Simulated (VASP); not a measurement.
# H3CCl in VASP: further runs

The runs below take H3CCl through single point, relaxation of the atoms, with PBE+D3(BJ).

Program: VASP 6.6.1. These are calculated values, not measurements. Logs are shortened: lines on timing, memory, paths and dates and some standing lists are left out, and cuts for length are marked.

### 1 The cell of the first run

The cell holds a disordered packing, 30 atoms: a = 8.203 Å, b = 8.203 Å, c = 8.203 Å, α = 90.00°, β = 90.00°, γ = 90.00°.

### 2 Single point, PBE+D3(BJ)

INCAR

```
ALGO = Normal ; EDIFF = 1E-7
ENCUT = 520 ; GGA = PE
ISIF = 2 ; ISMEAR = -1
IVDW = 12 ; LASPH = T
LCHARG = F ; LREAL = Auto
LWAVE = F ; NBANDS = 63
NELM = 100 ; PREC = Accurate
SIGMA = 0.05
```

KPOINTS

```
k-points
0
Gamma
  1 1 1
```

POSCAR

```
H3CCl
1.0
    8.2031320000      0.0000000000      0.0000000000
    0.0000000000      8.2031320000      0.0000000000
    0.0000000000      0.0000000000      8.2031320000
C Cl H
6 6 18
Direct
    0.0718994522      0.5381940714      0.3725334842
    0.7245381388      0.7483441199      0.4086878199
    0.4910991415      0.0923728544      0.7096254008
    0.4565492022      0.6898602479      0.9103606679
    0.7392662805      0.3053657625      0.1986972493
    0.9600307515      0.1092399485      0.7501857129
    0.0655974941      0.5403860435      0.5896218833
    0.8534682616      0.9100473045      0.3383916895
    0.4899075905      0.0927893854      0.9269472055
    0.4367979607      0.4925794915      0.8214282992
    0.5954424668      0.2574593997      0.3550546437
    1.0643993138     -0.0490339767      0.8562535894
    0.0732518591      0.6640610811      0.3287031096
    0.1801397766      0.4725478643      0.3318621670
   -0.0368202444      0.4757252019      0.3286473656
    0.7936802292      0.6356502593      0.3955354835
    0.6943973529      0.7671568236      0.5369920860
    0.6142641876      0.7442246566      0.3340676835
    0.4890371709      0.2187296033      0.6682767045
    0.6023615125      0.0331664575      0.6668778128
    0.3832776844      0.0273354332      0.6658836173
    0.3493187135      0.7146061839      0.9852326669
    0.5668512269      0.6917450678      0.9849074459
    0.4654019537      0.7803894382      0.8133532965
    0.8540483794      0.2409471618      0.2217798412
    0.6885176468      0.2689184222      0.0812121787
    0.7580000615      0.4371882378      0.2013234690
    1.0461803518      0.2067911530      0.7222432217
    0.9100726888      0.0587068972      0.6375649725
    0.8621338945      0.1552135047      0.8279181321
```

Potentials or basis: VASP PAW PBE potentials, release 64 (C, Cl, H).

On the command line:

```
$ cat potpaw_PBE.64/C/POTCAR potpaw_PBE.64/Cl/POTCAR potpaw_PBE.64/H/POTCAR > POTCAR
$ mpirun -np 1 vasp_gam > vasp.out
```

OUTCAR:

```text
EDIFF = 1E-7
   ENCUT = 520
   GGA = PE
   ISIF = 2
   ISMEAR = -1
   IVDW = 12
   LASPH = T
   LREAL = Auto
   NELM = 100
   PREC = Accurate
 IVDW          = 12

 ion  position               nearest neighbor table
   1  0.072  0.538  0.373-  15 1.09  14 1.09  13 1.09   7 1.78
   2  0.725  0.748  0.409-  16 1.09  17 1.09  18 1.09   8 1.79
   3  0.491  0.092  0.710-  19 1.09  20 1.09  21 1.09   9 1.78
   4  0.457  0.690  0.910-  24 1.09  22 1.09  23 1.09  10 1.78
   5  0.739  0.305  0.199-  26 1.09  27 1.09  25 1.10  11 1.79
   6  0.960  0.109  0.750-  28 1.09  29 1.09  30 1.09  12 1.78
   7  0.066  0.540  0.590-   1 1.78
   8  0.853  0.910  0.338-   2 1.79
   9  0.490  0.093  0.927-   3 1.78
  10  0.437  0.493  0.821-   4 1.78
  11  0.595  0.257  0.355-   5 1.79
  12  0.064  0.951  0.856-   6 1.78
[... 16 lines left out ...]
  29  0.910  0.059  0.638-   6 1.09
  30  0.862  0.155  0.828-   6 1.09

  LATTYP: Found a simple cubic cell.
 ALAT       =     8.2031320000

  Lattice vectors:

 A1 = (   8.2031320000,   0.0000000000,   0.0000000000)
 A2 = (   0.0000000000,   8.2031320000,   0.0000000000)
 A3 = (   0.0000000000,   0.0000000000,   8.2031320000)

Analysis of symmetry for initial positions (statically):
=====================================================================
 Subroutine PRICEL returns:
 Original cell was already a primitive cell.

 Routine SETGRP: Setting up the symmetry group for a
 simple cubic supercell.

 Subroutine GETGRP returns: Found  1 space group operations
 (whereof  1 operations were pure point group operations)
 out of a pool of 48 trial point group operations.

The static configuration has the point symmetry C_1 .

Analysis of symmetry for dynamics (positions and initial velocities):
=====================================================================
 Subroutine PRICEL returns:
 Original cell was already a primitive cell.

 Routine SETGRP: Setting up the symmetry group for a
 simple cubic supercell.

 Subroutine GETGRP returns: Found  1 space group operations
 (whereof  1 operations were pure point group operations)
 out of a pool of 48 trial point group operations.

The dynamic configuration has the point symmetry C_1 .

 Subroutine INISYM returns: Found  1 space group operations
 (whereof  1 operations are pure point group operations),
 and found     1 'primitive' translations

----------------------------------------------------------------------------------------

                                     Primitive cell

  volume of cell :     552.0000

  direct lattice vectors                    reciprocal lattice vectors
     8.203132000  0.000000000  0.000000000     0.121904658  0.000000000  0.000000000
     0.000000000  8.203132000  0.000000000     0.000000000  0.121904658  0.000000000
     0.000000000  0.000000000  8.203132000     0.000000000  0.000000000  0.121904658

  length of vectors
     8.203132000  8.203132000  8.203132000     0.121904658  0.121904658  0.121904658

  position of ions in fractional coordinates (direct lattice)
     0.071899452  0.538194071  0.372533484
     0.724538139  0.748344120  0.408687820
     0.491099142  0.092372854  0.709625401
     0.456549202  0.689860248  0.910360668
     0.739266280  0.305365763  0.198697249
     0.960030751  0.109239948  0.750185713
[... 22 lines left out ...]
     0.910072689  0.058706897  0.637564973
     0.862133894  0.155213505  0.827918132

  ion indices of the primitive-cell ions
   primitive index   ion index
                 1           1
                 2           2
                 3           3
                 4           4
                 5           5
                 6           6
[... 22 lines left out ...]
                29          29
                30          30

----------------------------------------------------------------------------------------

 KPOINTS: k-points

Automatic generation of k-mesh.
 Grid dimensions read from file:
 generate k-points for:    1    1    1

 Generating k-lattice:

  Cartesian coordinates                     Fractional coordinates (reciprocal lattice)
     0.121904658  0.000000000  0.000000000     1.000000000  0.000000000  0.000000000
     0.000000000  0.121904658  0.000000000     0.000000000  1.000000000  0.000000000
     0.000000000  0.000000000  0.121904658     0.000000000  0.000000000  1.000000000

  Length of vectors
     0.121904658  0.121904658  0.121904658

  Shift w.r.t. Gamma in fractional coordinates (k-lattice)
     0.000000000  0.000000000  0.000000000

 Subroutine IBZKPT returns following result:
 ===========================================

 Found      1 irreducible k-points:

 Following reciprocal coordinates:
            Coordinates               Weight
  0.000000  0.000000  0.000000      1.000000
   k-points           NKPTS =      1   k-points in BZ     NKDIM =      1   number of bands    NBANDS=     63
   number of dos      NEDOS =    301   number of ions     NIONS =     30
   total plane-waves  NPLWV = 262144
   dimension x,y,z NGX =    64 NGY =   64 NGZ =   64
   dimension x,y,z NGXF=   128 NGYF=  128 NGZF=  128
   ions per type =               6   6  18
   NGX,Y,Z   is equivalent  to a cutoff of  12.97, 12.97, 12.97 a.u.
   NGXF,Y,Z  is equivalent  to a cutoff of  25.94, 25.94, 25.94 a.u.
 SYSTEM =  unknown system
   PREC   = accura    normal or accurate (medium, high low for compatibility)
   ISTART =      0    job   : 0-new  1-cont  2-samecut
   ICHARG =      2    charge: 1-file 2-atom 10-const
   ISPIN  =      1    spin polarized calculation?
   LNONCOLLINEAR =      F non collinear calculations
   LSORBIT =      F    spin-orbit coupling
   LASPH  =      T    aspherical Exc in radial PAW
   ENCUT  =  520.0 eV  38.22 Ry    6.18 a.u.  15.25 15.25 15.25*2*pi/ulx,y,z
   NELM   =    100;   NELMIN=  2; NELMDL= -5     # of ELM steps
   EDIFF  = 0.1E-06   stopping-criterion for ELM
   LREAL  =      T    real-space projection
   EDIFFG = 0.1E-05   stopping-criterion for IOM
   NSW    =      0    number of steps for IOM
   IBRION =     -1    ionic relax: 0-MD 1-quasi-New 2-CG
   NFREE  =      0    steps in history (QN), initial steepest desc. (CG)
   ISIF   =      2    stress and relaxation
   ISYM   =      2    0-nonsym 1-usesym 2-fastsym
   POTIM  = 0.5000    time-step for ionic-motion
   TEBEG  =    0.0;   TEEND  =   0.0 temperature during run
   PSTRESS=    0.0 pullay stress
   NELECT =      84.0000    total number of electrons
   NUPDOWN=      -1.0000    fix difference up-down
   EMIN   =  10.00;   EMAX   =-10.00  energy-range for DOS
   EFERMI =   0.00;   METHOD = LEGACY
   ISMEAR =    -1;   SIGMA  =   0.05  broadening in eV -4-tet -1-fermi 0-gaus
   EFERMI_NEDOS =   21; number of points for ismear=-14 and -15
   IALGO  =     38    algorithm
   IMIX   =      4    mixing-type and parameters
     AMIX     =   0.40;   BMIX     =  1.00
     AMIX_MAG =   1.60;   BMIX_MAG =  1.00
  volume/ion in A,a.u.               =      18.40       124.17
  Fermi-wavevector in a.u.,A,eV,Ry     =   0.874020  1.651659 10.393649  0.763912
  Thomas-Fermi vector in A             =   1.993493
   LORBIT       =      0    0 simple, 1 ext, 2 COOP (PROOUT), +10 PAW based schemes
   GGA     = PE    functional components
   LHFCALC =     F    Hartree Fock is set to
   AEXX    =    0.0000 exact exchange contribution
   IVDW    =    12    specifies the selected vdW correction
   LEPSILON=     F    determine dielectric tensor
   LRPA    =     F    only Hartree local field effects (RPA)
 non-spin polarized calculation
  energy-cutoff  :      520.00
  volume of cell :      552.00
 maximum number of plane-waves:      7398
 NGX is ok and might be reduce to    64
   NGX = 31   NGY = 31   NGZ = 31

 number of electron      83.9999998 magnetization

 Free energy of the ion-electron system (eV)
  ---------------------------------------------------
  ext. energy  EPLUGINS =         0.00000000
  ---------------------------------------------------
  free energy    TOTEN  =      -134.53850871 eV

  energy without entropy =     -134.53850871  energy(sigma->0) =     -134.53850871

 E-fermi :  -2.2057     XC(G=0):  -5.8064

 val. band max:       -3.4540155397   @ k =   0.0000   0.0000   0.0000
 cond. band min:       1.9492371546   @ k =   0.0000   0.0000   0.0000
 fundamental gap:      5.4032526943
 Fermi energy:        -2.2056704301

 k-point     1 :       0.0000    0.0000    0.0000
  band No.  band energies     occupation
      1     -18.3070      2.00000
      2     -18.1968      2.00000
      3     -18.1042      2.00000
      4     -18.0588      2.00000
      5     -17.9277      2.00000
      6     -17.8832      2.00000
[... 46 lines left out ...]
     53       4.3944      0.00000
     54       4.4360      0.00000
 [bands above 54 left out]

------------------------ aborting loop because EDIFF is reached ----------------------------------------

 Edisp (eV)   -1.31734

 E8    (eV) :    -0.3489

  FORCE on cell =-STRESS in cart. coord.  units (eV):
  Direction    XX          YY          ZZ          XY          YZ          ZX
  --------------------------------------------------------------------------------------
  -------------------------------------------------------------------------------------
  Total       0.63423     1.16404    -0.04899    -0.39627     0.47130     0.79143
  in kB       1.84086     3.37863    -0.14221    -1.15017     1.36795     2.29712
  external pressure =        1.69 kB  Pullay stress =        0.00 kB

 VOLUME and BASIS-vectors are now :
 -----------------------------------------------------------------------------
  energy-cutoff  :      520.00
  volume of cell :      552.00
      direct lattice vectors                 reciprocal lattice vectors
     8.203132000  0.000000000  0.000000000     0.121904658  0.000000000  0.000000000
     0.000000000  8.203132000  0.000000000     0.000000000  0.121904658  0.000000000
     0.000000000  0.000000000  8.203132000     0.000000000  0.000000000  0.121904658

 POSITION                                       TOTAL-FORCE (eV/Angst)
 -----------------------------------------------------------------------------------
      0.58980      4.41488      3.05594         0.103098     -0.015302     -0.022604
      5.94348      6.13877      3.35252         0.036877      0.045917     -0.082465
      4.02855      0.75775      5.82115        -0.032771     -0.019922     -0.008921
      3.74513      5.65901      7.46781         0.035075      0.022757      0.009938
      6.06430      2.50496      1.62994         0.003435      0.041025      0.017028
      7.87526      0.89611      6.15387        -0.018918      0.035139     -0.009444
[... 22 lines left out ...]
      7.46545      0.48158      5.23003        -0.003694     -0.030429     -0.080329
      7.07220      1.27324      6.79152        -0.067952      0.007332      0.059833
 -----------------------------------------------------------------------------------
    total drift:                               -0.004181     -0.004446     -0.023564

  FREE ENERGIE OF THE ION-ELECTRON SYSTEM (eV)
  ---------------------------------------------------
  free  energy   TOTEN  =      -135.8558496599 eV

  energy  without entropy=     -135.8558496599  energy(sigma->0) =     -135.85584966
```

Wall time 82 s (1 thread of Intel Xeon Platinum 8259CL at 2.50GHz (Skylake/Cascade Lake), shared host); peak memory 0.51 GiB.

What came out:

| Quantity | Value |
| --- | --- |
| Free energy | -135.8558 eV |
| Pressure | 0.2 GPa |
| Largest force | 0.181 eV/Å |
| Dispersion energy per atom | -0.044 eV |

Forces on the atoms (eV/Å):
```
C    0.103 -0.015 -0.023
C    0.037  0.046 -0.082
C   -0.033 -0.020 -0.009
C    0.035  0.023  0.010
C    0.003  0.041  0.017
C   -0.019  0.035 -0.009
Cl   0.016  0.002  0.019
Cl  -0.124 -0.131  0.020
Cl  -0.042 -0.052 -0.020
Cl   0.076 -0.029  0.106
Cl   0.037  0.057 -0.127
Cl   0.013 -0.053  0.023
H    0.042  0.032  0.002
H    0.155 -0.052  0.028
H    0.059 -0.071 -0.027
H   -0.127 -0.041  0.072
H    0.012  0.070  0.039
H   -0.032  0.113 -0.032
H    0.013  0.030 -0.032
H    0.057 -0.026  0.002
H   -0.087 -0.041  0.053
H   -0.061  0.004  0.031
H    0.064  0.025  0.027
H   -0.012  0.000 -0.050
H   -0.092 -0.029  0.076
H   -0.061 -0.021 -0.038
H   -0.001  0.065 -0.067
H    0.040  0.062  0.014
H   -0.004 -0.030 -0.080
H   -0.068  0.007  0.060
```

Caveat: the k points lie up to 0.77 Å⁻¹ apart.

[end of part 1 of 2]
